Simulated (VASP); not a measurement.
# Mg: single point with PBE

The system is Mg.

```xyz
2
Lattice="3.6712 0.0000 0.0000 0.0000 3.6712 0.0000 0.1023 0.0000 3.4098" Properties=species:S:1:pos:R:3 pbc="T T T"
Mg    0.0000    0.0000    0.0000
Mg    1.8867    1.8356    1.7049
```

This cell differs from its parent crystal: shear of c along a, cell held: +3.0 %.

```json
{
 "Program": "VASP 6.6.1",
 "Task": "single point",
 "Functional": "PBE",
 "Potentials or basis": "VASP PAW PBE potentials, release 64 (Mg)",
 "Cutoff": "520 eV",
 "k mesh": "12 × 12 × 12",
 "Occupations": "gaussian, width 0.1 eV",
 "Spin": "no spin polarisation"
}
```

- Pressure: -0.1 GPa
- Band gap on the k mesh: zero (band 2 reaches 5.94 eV, above the bottom of band 3 at 1.39 eV)

Stress tensor (GPa, compression positive):
```
 0.20  0.00 -0.83
 0.00 -0.04  0.00
-0.83  0.00 -0.61
```

Levels at points of the mesh, in eV from the Fermi level:
| k point | band 1 | band 2 | band 3 | band 4 | band 5 |
| --- | --- | --- | --- | --- | --- |
| (0.00, 0.00, 0.00) | -6.96 | 3.27 | 3.28 | 3.64 | 4.14 |
| (0.50, 0.00, 0.00) | -4.20 | -4.20 | 5.70 | 5.70 | 6.67 |
| (0.00, 0.50, 0.00) | -4.20 | -4.20 | 5.70 | 5.70 | 6.71 |
| (0.50, 0.50, 0.00) | -1.71 | -1.71 | -1.28 | -1.28 | 9.48 |
| (0.00, 0.00, 0.50) | -3.77 | -3.77 | 6.01 | 6.01 | 6.09 |
| (0.50, 0.00, 0.50) | -1.52 | -1.25 | -0.96 | -0.53 | 8.12 |
| (0.00, 0.50, 0.50) | -1.39 | -1.39 | -0.74 | -0.74 | 8.18 |
| (0.50, 0.50, 0.50) | 1.01 | 1.01 | 1.23 | 1.23 | 1.32 |

It took 100 s on 1 thread of Intel(R) Xeon(R) 6975P-C (Granite Rapids) (shared host), peak memory 0.31 GiB.

Caveat: the cell differs from its parent crystal (shear of c along a, cell held: +3.0 %).
